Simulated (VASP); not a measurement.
# Hg (P2_1/m) in VASP: relaxation of cell and atoms with PBE

Aim: the relaxation of cell and atoms of Hg with PBE.

Program: VASP 6.6.1. These are calculated values, not measurements. Logs are shortened: lines on timing, memory, paths and dates and some standing lists are left out, and cuts for length are marked.

### Step 1. The cell of the first run

It takes space group P2_1/m (No. 11, monoclinic). Conventional cell: a = 3.413 Å, b = 5.499 Å, c = 3.469 Å, α = 90.00°, β = 119.34°, γ = 90.00°. Hg (site symmetry m) has 12 Hg at 3.31 to 3.48 Å within 4.4 Å.

### Step 2. Relaxation of cell and atoms, PBE

INCAR

```
  PREC = Accurate
  ENCUT = 600
  EDIFF = 1E-6
  ISMEAR = 0
  SIGMA = 0.1
  LREAL = F
  LASPH = T
  NELM = 100
  ALGO = Normal
  ISIF = 3
  LWAVE = F
  LCHARG = F
  GGA = PE
  IBRION = 2
  NSW = 90
  EDIFFG = -0.02
```

KPOINTS

```
regular mesh
0
Gamma
  12 6 12
```

POSCAR

```
Hg
1.0
    3.4133030269      0.0000000000      0.0000000000
    0.0000000000      5.4991271400      0.0000000000
   -1.6998547957      0.0000000000      3.0241256614
Hg
2
Direct
    0.6515596900      0.2500000000      0.8042281600
    0.3484403100      0.7500000000      0.1957718400
```

Potentials or basis: VASP PAW PBE potentials, release 64 (Hg).

Run with:

```
cat potpaw_PBE.64/Hg/POTCAR > POTCAR
mpirun -np 1 vasp_std > vasp.out
```

OUTCAR:

```text
PREC = Accurate
   ENCUT = 600
   EDIFF = 1E-6
   ISMEAR = 0
   LREAL = F
   LASPH = T
   NELM = 100
   ISIF = 3
   GGA = PE
   IBRION = 2
   NSW = 90
   EDIFFG = -0.02

 ion  position               nearest neighbor table
   1  0.652  0.250  0.804-   2 3.31   2 3.31   2 3.44   2 3.44   2 3.45   2 3.45
   2  0.348  0.750  0.196-   1 3.31   1 3.31   1 3.44   1 3.44   1 3.45   1 3.45

  LATTYP: Found a simple monoclinic cell.
 ALAT       =     3.4133030269
 B/A-ratio  =     1.6110867089
 C/A-ratio  =     1.0163548333
 COS(beta)  =    -0.4899949704

  Lattice vectors:

 A1 = (   3.4133030269,   0.0000000000,   0.0000000000)
 A2 = (   0.0000000000,   5.4991271400,   0.0000000000)
 A3 = (  -1.6998547957,   0.0000000000,   3.0241256614)

Analysis of symmetry for initial positions (statically):
=====================================================================
 Subroutine PRICEL returns:
 Original cell was already a primitive cell.

 Routine SETGRP: Setting up the symmetry group for a
 simple monoclinic supercell.

 Subroutine GETGRP returns: Found  4 space group operations
 (whereof  2 operations were pure point group operations)
 out of a pool of  4 trial point group operations.

The static configuration has the point symmetry S_2 .
 The point group associated with its full space group is C_2h.

Analysis of symmetry for dynamics (positions and initial velocities):
=====================================================================
 Subroutine PRICEL returns:
 Original cell was already a primitive cell.

 Routine SETGRP: Setting up the symmetry group for a
 simple monoclinic supercell.

 Subroutine GETGRP returns: Found  4 space group operations
 (whereof  2 operations were pure point group operations)
 out of a pool of  4 trial point group operations.

The dynamic configuration has the point symmetry S_2 .
 The point group associated with its full space group is C_2h.

 Subroutine INISYM returns: Found  4 space group operations
 (whereof  2 operations are pure point group operations),
 and found     1 'primitive' translations

----------------------------------------------------------------------------------------

                                     Primitive cell

  volume of cell :      56.7634

  direct lattice vectors                    reciprocal lattice vectors
     3.413303027  0.000000000  0.000000000     0.292971351  0.000000000  0.164678592
     0.000000000  5.499127140  0.000000000     0.000000000  0.181847041  0.000000000
    -1.699854796  0.000000000  3.024125661     0.000000000  0.000000000  0.330674090

  length of vectors
     3.413303027  5.499127140  3.469127029     0.336082209  0.181847041  0.330674090

  position of ions in fractional coordinates (direct lattice)
     0.651559690  0.250000000  0.804228160
     0.348440310  0.750000000  0.195771840

  ion indices of the primitive-cell ions
   primitive index   ion index
                 1           1
                 2           2

----------------------------------------------------------------------------------------

 KPOINTS: regular mesh

Automatic generation of k-mesh.
 Grid dimensions read from file:
 generate k-points for:   12    6   12

 Generating k-lattice:

  Cartesian coordinates                     Fractional coordinates (reciprocal lattice)
     0.024414279  0.000000000  0.013723216     0.083333333  0.000000000 -0.000000000
     0.000000000  0.030307840  0.000000000     0.000000000  0.166666667  0.000000000
     0.000000000  0.000000000  0.027556174     0.000000000  0.000000000  0.083333333

  Length of vectors
     0.028006851  0.030307840  0.027556174

  Shift w.r.t. Gamma in fractional coordinates (k-lattice)
     0.000000000  0.000000000  0.000000000

 Subroutine IBZKPT returns following result:
 ===========================================

 Found    296 irreducible k-points:

 Following reciprocal coordinates:
            Coordinates               Weight
  0.000000  0.000000  0.000000      1.000000
  0.083333  0.000000  0.000000      2.000000
  0.166667  0.000000  0.000000      2.000000
  0.250000  0.000000  0.000000      2.000000
  0.333333  0.000000  0.000000      2.000000
  0.416667  0.000000  0.000000      2.000000
[... 16 lines left out ...]
  0.083333  0.500000  0.000000      2.000000
  0.166667  0.500000  0.000000      2.000000
 [... further k-points ...]
   k-points           NKPTS =    296   k-points in BZ     NKDIM =    296   number of bands    NBANDS=     16
   number of dos      NEDOS =    301   number of ions     NIONS =      2
   total plane-waves  NPLWV =  37632
   dimension x,y,z NGX =    28 NGY =   48 NGZ =   28
   dimension x,y,z NGXF=    56 NGYF=   96 NGZF=   56
   ions per type =               2
   NGX,Y,Z   is equivalent  to a cutoff of  13.64, 14.51, 13.42 a.u.
   NGXF,Y,Z  is equivalent  to a cutoff of  27.27, 29.02, 26.84 a.u.
 SYSTEM =  unknown system
   PREC   = accura    normal or accurate (medium, high low for compatibility)
   ISTART =      0    job   : 0-new  1-cont  2-samecut
   ICHARG =      2    charge: 1-file 2-atom 10-const
   ISPIN  =      1    spin polarized calculation?
   LNONCOLLINEAR =      F non collinear calculations
   LSORBIT =      F    spin-orbit coupling
   LASPH  =      T    aspherical Exc in radial PAW
   ENCUT  =  600.0 eV  44.10 Ry    6.64 a.u.   6.82 10.98  6.93*2*pi/ulx,y,z
   NELM   =    100;   NELMIN=  2; NELMDL= -5     # of ELM steps
   EDIFF  = 0.1E-05   stopping-criterion for ELM
   LREAL  =      F    real-space projection
   EDIFFG = -.2E-01   stopping-criterion for IOM
   NSW    =     90    number of steps for IOM
   IBRION =      2    ionic relax: 0-MD 1-quasi-New 2-CG
   NFREE  =      1    steps in history (QN), initial steepest desc. (CG)
   ISIF   =      3    stress and relaxation
   ISYM   =      2    0-nonsym 1-usesym 2-fastsym
   POTIM  = 0.5000    time-step for ionic-motion
   TEBEG  =    0.0;   TEEND  =   0.0 temperature during run
   PSTRESS=    0.0 pullay stress
   NELECT =      24.0000    total number of electrons
   NUPDOWN=      -1.0000    fix difference up-down
   EMIN   =  10.00;   EMAX   =-10.00  energy-range for DOS
   EFERMI =   0.00;   METHOD = LEGACY
   ISMEAR =     0;   SIGMA  =   0.10  broadening in eV -4-tet -1-fermi 0-gaus
   EFERMI_NEDOS =   21; number of points for ismear=-14 and -15
   IALGO  =     38    algorithm
   IMIX   =      4    mixing-type and parameters
     AMIX     =   0.40;   BMIX     =  1.00
     AMIX_MAG =   1.60;   BMIX_MAG =  1.00
  volume/ion in A,a.u.               =      28.38       191.53
  Fermi-wavevector in a.u.,A,eV,Ry     =   1.228728  2.321959 20.541703  1.509773
  Thomas-Fermi vector in A             =   2.363642
   LORBIT       =      0    0 simple, 1 ext, 2 COOP (PROOUT), +10 PAW based schemes
   GGA     = PE    functional components
   LHFCALC =     F    Hartree Fock is set to
   AEXX    =    0.0000 exact exchange contribution
   IVDW    =     0    specifies the selected vdW correction
   LEPSILON=     F    determine dielectric tensor
   LRPA    =     F    only Hartree local field effects (RPA)
 conjugate gradient relaxation of ions
 non-spin polarized calculation
 Gauss-broadening in eV      SIGMA  =   0.10
  energy-cutoff  :      600.00
  volume of cell :       56.76
 maximum number of plane-waves:      1913
   NGX = 13   NGY = 21   NGZ = 13

--------------------------------------- Ionic step        1  -------------------------------------------

 number of electron      24.0000002 magnetization

 Free energy of the ion-electron system (eV)
  ---------------------------------------------------
  ext. energy  EPLUGINS =         0.00000000
  ---------------------------------------------------
  free energy    TOTEN  =        -0.35407726 eV

  energy without entropy =       -0.35311459  energy(sigma->0) =       -0.35359593

------------------------ aborting loop because EDIFF is reached ----------------------------------------

  FORCE on cell =-STRESS in cart. coord.  units (eV):
  Direction    XX          YY          ZZ          XY          YZ          ZX
  --------------------------------------------------------------------------------------
  -------------------------------------------------------------------------------------
  Total        0.3359734      0.3985685      0.4003777      0.0000000      0.0000000     -0.0045290
  in kB        9.4830270     11.2498091     11.3008726      0.0000000      0.0000000     -0.1278326
  external PRESSURE =      10.6779029 kB  Pullay stress =       0.0000000 kB

 VOLUME and BASIS-vectors are now :
 -----------------------------------------------------------------------------
  energy-cutoff  :      600.00
  volume of cell :       56.76
      direct lattice vectors                 reciprocal lattice vectors
     3.413303027  0.000000000  0.000000000     0.292971351  0.000000000  0.164678592
     0.000000000  5.499127140  0.000000000     0.000000000  0.181847041  0.000000000
    -1.699854796  0.000000000  3.024125661     0.000000000  0.000000000  0.330674090
[... 253 lines left out ...]
 POSITION                                       TOTAL-FORCE (eV/Angst)
 -----------------------------------------------------------------------------------
      0.88516      1.42547      2.52992         0.000298      0.000000      0.016824
      0.88532      4.27642      0.61039        -0.000298      0.000000     -0.016824
 -----------------------------------------------------------------------------------
    total drift:                                0.000000     -0.000000     -0.000000

  FREE ENERGIE OF THE ION-ELECTRON SYSTEM (eV)
  ---------------------------------------------------
  free  energy   TOTEN  =        -0.3729025661 eV

  energy  without entropy=       -0.3727689065  energy(sigma->0) =       -0.37283574

--------------------------------------- Ionic step        9  -------------------------------------------

 number of electron      23.9999997 magnetization

 Free energy of the ion-electron system (eV)
  ---------------------------------------------------
  ext. energy  EPLUGINS =         0.00000000
  ---------------------------------------------------
  free energy    TOTEN  =        -0.37328824 eV

  energy without entropy =       -0.37320205  energy(sigma->0) =       -0.37324515

 E-fermi :   0.3506     XC(G=0):  -9.2785

 val. band max:        0.2361644340   @ k =   0.5000   0.0000   0.2500
 cond. band min:       0.4281721387   @ k =   0.0000   0.0000   0.0000
 fundamental gap:      0.1920077047
 Fermi energy:         0.3505827144

 k-point     1 :       0.0000    0.0000    0.0000
  band No.  band energies     occupation
      1      -6.1834      2.00000
      2      -5.9056      2.00000
      3      -5.4704      2.00000
      4      -5.4694      2.00000
      5      -5.3827      2.00000
      6      -5.3633      2.00000
[... 8 lines left out ...]
     15      11.0431      0.00000
     16      12.3981      0.00000
[... 419 lines left out ...]
 k-point    24 :       0.1667    0.5000    0.0000
  band No.  band energies     occupation
      1      -5.5934      2.00000
      2      -5.5934      2.00000
      3      -5.5144      2.00000
      4      -5.5144      2.00000
      5      -5.3619      2.00000
      6      -5.3619      2.00000
[... 8 lines left out ...]
     15       8.6128      0.00000
     16       8.6128      0.00000

 [... further k-points ...]
[... 5 lines left out ...]
  --------------------------------------------------------------------------------------
  -------------------------------------------------------------------------------------
  Total        0.0019978     -0.0337692     -0.0164922      0.0000000      0.0000000     -0.0010955
  in kB        0.0505193     -0.8539337     -0.4170434      0.0000000      0.0000000     -0.0277016
  external PRESSURE =      -0.4068193 kB  Pullay stress =       0.0000000 kB

 VOLUME and BASIS-vectors are now :
 -----------------------------------------------------------------------------
  energy-cutoff  :      600.00
  volume of cell :       63.36
      direct lattice vectors                 reciprocal lattice vectors
     3.550083086  0.000000000 -0.002996899     0.281817497  0.000000000  0.158674131
     0.000000000  5.677820920  0.000000000     0.000000000  0.176123906  0.000000000
    -1.770644445  0.000000000  3.144801123     0.000268563  0.000000000  0.318136344

 POSITION                                       TOTAL-FORCE (eV/Angst)
 -----------------------------------------------------------------------------------
      0.88945      1.41946      2.53529         0.000404      0.000000      0.017578
      0.88999      4.25837      0.60651        -0.000404      0.000000     -0.017578
 -----------------------------------------------------------------------------------
    total drift:                               -0.000000     -0.000000      0.000000

  FREE ENERGIE OF THE ION-ELECTRON SYSTEM (eV)
  ---------------------------------------------------
  free  energy   TOTEN  =        -0.3732882439 eV

  energy  without entropy=       -0.3732020506  energy(sigma->0) =       -0.37324515

 reached required accuracy - stopping structural energy minimisation
```

It took 17 min on 1 thread of AMD EPYC 7R43 (Zen 3), shared host; peak memory 0.39 GiB.

What came out:

```yaml
Free_energy: -0.3733 eV
Relaxed_volume: 31.68 Å³/atom
Relaxed_cell: a = 3.550 Å, b = 5.678 Å, c = 3.609 Å, α = 90.00°, β = 119.43°, γ = 90.00°
Space_group_after_relaxing_to_0.05_Å: Cmcm (No. 63)
Energy_gained_by_relaxing: 9.6 meV/atom
Ionic_steps: 9
Pressure_after_relaxing: 0.0 GPa
Largest_force_after_relaxing: 0.018 eV/Å
Band_gap_on_the_k_mesh: 0.19 eV, indirect (least direct gap 1.29 eV)
```

Forces in eV/Å, atoms in the order of the input:
```
Hg   0.000  0.000  0.018
Hg   0.000  0.000 -0.018
```

Step by step:
| step | energy change (eV) | largest force (eV/Å) | pressure (GPa) | volume (Å³) |
| --- | --- | --- | --- | --- |
| 1 | 0.0000 | 0.0141 | 1.07 | 56.76 |
| 2 | -0.0086 | 0.0145 | 0.70 | 58.33 |
| 3 | -0.0178 | 0.0173 | 0.17 | 61.60 |
| 4 | -0.0186 | 0.0170 | 0.03 | 62.73 |
| 5 | -0.0187 | 0.0169 | 0.03 | 62.97 |
| 6 | -0.0186 | 0.0167 | -0.02 | 63.43 |
| 7 | -0.0186 | 0.0168 | -0.02 | 63.19 |
| 8 | -0.0188 | 0.0168 | -0.06 | 63.23 |
| 9 | -0.0192 | 0.0176 | -0.04 | 63.36 |

Final structure:
```
Hg
1.0
     3.55008    0.00000   -0.00300
     0.00000    5.67782    0.00000
    -1.77064    0.00000    3.14480
Hg
2
Direct
  0.65295 0.25000 0.80681
  0.34705 0.75000 0.19319
```

Caveat: spin-orbit coupling is left out, which moves the levels of the heavy elements.
